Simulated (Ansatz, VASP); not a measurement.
One calculation of Ti, two programs

INCAR

```
SYSTEM = Ti
ALGO     = Fast           ! electronic algorithm
EDIFF    = 1E-6           ! SCF threshold, eV
ENCUT    = 520            ! plane-wave cutoff, eV
GGA      = PS             ! functional
ISIF     = 2              ! what is computed and relaxed
ISMEAR   = 0              ! smearing method
LASPH    = .True.         ! aspherical terms in the spheres
LCHARG   = .True.         ! write CHGCAR
LELF     = .True.         ! ELF
LREAL    = .False.        ! projectors in reciprocal space
LVHAR    = .True.       
LWAVE    = .False.        ! write WAVECAR
NBANDS   = 12             ! bands
NELM     = 80             ! most SCF steps
PREC     = Accurate       ! precision mode
SIGMA    = 0.15           ! smearing width, eV
```

The input KPOINTS:

```
k-points
0
Gamma
  26 26 26
  0 0 0
```

POSCAR

```
Ti
1.0
   -1.6853718660      1.6051160629      1.6051160629
    1.6853718660     -1.6051160629      1.6051160629
    1.6853718660      1.6051160629     -1.6051160629
Ti
1
Direct
    0.0000000000      0.0000000000      0.0000000000
```

Input for Ansatz:

```yaml
crystal:
  lattice:
    - [-1.685371866, 1.6051160629, 1.6051160629]
    - [1.685371866, -1.6051160629, 1.6051160629]
    - [1.685371866, 1.6051160629, -1.6051160629]
  atoms:
    - { symbol: Ti, position: [0.0, 0.0, 0.0] }
basis:
  ecutwfc: 420
kpoints:
  mp_grid: { grid: [26, 26, 26] }
hamiltonian:
  xc: pbesol
scf:
  occupations: { method: gaussian, width: 0.15 }
output:
  forces: true
  stress: true
  eigenvalues: true
```

Change from the starting cell: strain +0.0500 x Voigt [1, 0, 0, 0, 0, 0], atoms carried along.

Alike in both runs: task single point; functional PBEsol; k mesh 26 × 26 × 26; occupations gaussian, width 0.15 eV; no spin polarisation.

```csv
,VASP,Ansatz
version,VASP 6.6.1,Ansatz 0.2.0
potentials or method,"VASP PAW PBE potentials, release 64 (Ti_sv), cutoff 520 eV","scalar-relativistic, plane waves, PAW"
valence electrons in the cell,12,12
```

```tsv
	VASP	Ansatz	Ansatz less VASP
gap on the k mesh at the Fermi level (eV)	none	none	-
pressure (GPa)	-5.2	-5.0	+0.25
traceless stress, the component that is largest in VASP (GPa)	0.66	0.66	+0.001
```

VASP's potentials were made for PBE, not for PBEsol. A gap of «none» marks a metal or a gap that the smearing closes. The functional is the same, so the differences come from potentials, cutoffs and numerics.
